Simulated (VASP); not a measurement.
Input of a VASP 6.6.1 run:

Contents of INCAR:

```
SYSTEM = LiNbO3
PREC = Accurate
ENCUT = 520
EDIFF = 1E-7
ISMEAR = 0
SIGMA = 0.01
LREAL = Auto
LASPH = .True.
NELM = 60
ALGO = Normal
ISIF = 2
LWAVE = .False.
LCHARG = .False.
GGA = PE
NBANDS = 162
```

KPOINTS

```
Automatic mesh
0
Gamma
  1 1 1
  0.25 0.25 0.25
```

The input POSCAR:

```
LiNbO3
1.0
    2.5949501400      1.4981951600      4.6722232500
   -5.1899002700      2.9963903200      9.3444465000
    0.0000000000     -5.9927806400      9.3444465000
Li Nb O
8 8 24
Direct
    0.7183927777      0.3591123703      0.3591771180
    0.2183927777      0.1091771180      0.1091123703
    0.7183927777      0.3591123703      0.8591771180
    0.2183927777      0.1091771180      0.6091123703
    0.7183927777      0.8591123703      0.3591771180
    0.2183927777      0.6091771180      0.1091123703
    0.7183927777      0.8591123703      0.8591771180
    0.2183927777      0.6091771180      0.6091123703
    0.9995011365      0.4999236378      0.4999463415
    0.4995011365      0.2499463415      0.2499236378
    0.9995011365      0.4999236378      0.9999463415
    0.4995011365      0.2499463415      0.7499236378
    0.9995011365      0.9999236378      0.4999463415
    0.4995011365      0.7499463415      0.2499236378
    0.9995011365      0.9999236378      0.9999463415
    0.4995011365      0.7499463415      0.7499236378
    0.2781285329      0.3212309634      0.4443346947
    0.6419945347      0.4446730060      0.1396076173
    0.8901680283      0.1394001481      0.3207791129
    0.3901680283      0.0707791129      0.3894001481
    0.7781285329      0.1943346947      0.0712309634
    0.1419945347      0.3896076173      0.1946730060
    0.2781285329      0.3212309634      0.9443346947
    0.6419945347      0.4446730060      0.6396076173
    0.8901680283      0.1394001481      0.8207791129
    0.3901680283      0.0707791129      0.8894001481
    0.7781285329      0.1943346947      0.5712309634
    0.1419945347      0.3896076173      0.6946730060
    0.2781285329      0.8212309634      0.4443346947
    0.6419945347      0.9446730060      0.1396076173
    0.8901680283      0.6394001481      0.3207791129
    0.3901680283      0.5707791129      0.3894001481
    0.7781285329      0.6943346947      0.0712309634
    0.1419945347      0.8896076173      0.1946730060
    0.2781285329      0.8212309634      0.9443346947
    0.6419945347      0.9446730060      0.6396076173
    0.8901680283      0.6394001481      0.8207791129
    0.3901680283      0.5707791129      0.8894001481
    0.7781285329      0.6943346947      0.5712309634
    0.1419945347      0.8896076173      0.6946730060
```

Potentials or basis: VASP PAW PBE potentials, release 64 (Li_sv, Nb_sv, O).

Launch:

```bash
$ cat potpaw_PBE.64/Li_sv/POTCAR potpaw_PBE.64/Nb_sv/POTCAR potpaw_PBE.64/O/POTCAR > POTCAR
$ mpirun -np 1 vasp_std > vasp.out
```

Q: Estimate the largest force.

A: 0.051 eV/Å.

Q: Estimate the band gap on the k mesh.

A: 3.70 eV.

Forces on the atoms (eV/Å):
```
Li  -0.004  0.003  0.003
Li   0.000 -0.005  0.003
Li  -0.004  0.003  0.003
Li   0.000 -0.005  0.003
Li  -0.004  0.003  0.003
Li   0.000 -0.005  0.003
Li  -0.004  0.003  0.003
Li   0.000 -0.005  0.003
Nb  -0.016  0.005  0.048
Nb  -0.003 -0.016  0.048
Nb  -0.016  0.005  0.048
Nb  -0.003 -0.016  0.048
Nb  -0.016  0.005  0.048
Nb  -0.003 -0.016  0.048
Nb  -0.016  0.005  0.048
Nb  -0.003 -0.016  0.048
O    0.005  0.013 -0.015
O    0.017 -0.002 -0.019
O   -0.009 -0.008 -0.016
O   -0.012 -0.004 -0.016
O    0.014 -0.002 -0.015
O    0.007  0.016 -0.019
O    0.005  0.013 -0.015
O    0.017 -0.002 -0.019
O   -0.009 -0.008 -0.016
O   -0.012 -0.004 -0.016
O    0.014 -0.002 -0.015
O    0.007  0.016 -0.019
O    0.005  0.013 -0.015
O    0.017 -0.002 -0.019
O   -0.009 -0.008 -0.016
O   -0.012 -0.004 -0.016
O    0.014 -0.002 -0.015
O    0.007  0.016 -0.019
O    0.005  0.013 -0.015
O    0.017 -0.002 -0.019
O   -0.009 -0.008 -0.016
O   -0.012 -0.004 -0.016
O    0.014 -0.002 -0.015
O    0.007  0.016 -0.019
```

Caveat: the k points lie up to 1.47 Å⁻¹ apart. A k mesh can miss the band edges.
